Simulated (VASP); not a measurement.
Write the native input for VASP 6.6.1 that does the following.

| Item | Value |
| --- | --- |
| Task | single point |
| Functional | PBE |
| Potentials or basis | VASP PAW PBE potentials, release 64 (Eu, Os) |
| Cutoff | 520 eV |
| k mesh | 8 × 8 × 4 |
| Occupations | gaussian, width 0.05 eV |
| Spin | collinear spin, antiferromagnetic start |
| Starting moments | [7.0, -7.0, 0.0, 0.0] μB |
| Hubbard terms | Eu f U = 6.0 eV |
| Dipole correction | no |
| Further INCAR settings | ALGO = Normal; EDIFF = 1e-07; NBANDS = 37 |

The structure of EuOs lies in POSCAR:

```
EuOs
1.0
    3.5222788475      0.0000000000      0.0000000000
    0.0000000000      3.5222788475      3.5222788475
    0.0000000000      0.0000000000      7.0445576950
Eu Os
2 2
Direct
    0.0000000000      0.0000000000      0.0000000000
    0.0000000000      0.0000000000      0.5000000000
    0.5000000000      0.5000000000      0.0000000000
    0.5000000000      0.5000000000      0.5000000000
```

These files were run (other wordings do the same):

INCAR

```
PREC = Accurate ; ENCUT = 520
EDIFF = 1E-7 ; ISMEAR = 0
SIGMA = 0.05 ; LREAL = False
LASPH = True ; NELM = 150
ALGO = Normal ; ISIF = 2
LWAVE = False ; LCHARG = True
ISPIN = 2 ; MAGMOM = 7 -7 0 0
LORBIT = 11 ; LMAXMIX = 6
LDAU = True ; LDAUTYPE = 2
LDAUL = 3 -1 ; LDAUU = 6 0
LDAUJ = 0 0 ; LDAUPRINT = 1
GGA = PE ; LELF = True
LVHAR = True ; NBANDS = 37
```

KPOINTS

```
regular mesh
0
Gamma
  8 8 4
```

Potentials or basis: VASP PAW PBE potentials, release 64 (Eu, Os).

The run is started by

```bash
$ cat potpaw_PBE.64/Eu/POTCAR potpaw_PBE.64/Os/POTCAR > POTCAR
$ mpirun -np 1 vasp_std > vasp.out
```

It gave:

* Pressure: -4.6 GPa
* Band gap on the k mesh: zero (filled and empty bands overlap)
* Net moment: 0.00 μB per cell
* Site moments: Eu +6.09, -6.09; Os +0.00 μB
* Valence electrons inside the program's atomic spheres: Eu 14.63; Os 6.96

Caveat: the cell stands under tension; the antiferromagnetic order is the one typed at the start, and another may lie lower; spin-orbit coupling is left out, which moves the levels of the heavy elements.

Wall time 49 min on 1 thread of Intel(R) Xeon(R) Platinum 8488C (Sapphire Rapids) (shared host), peak memory 0.5 GiB.
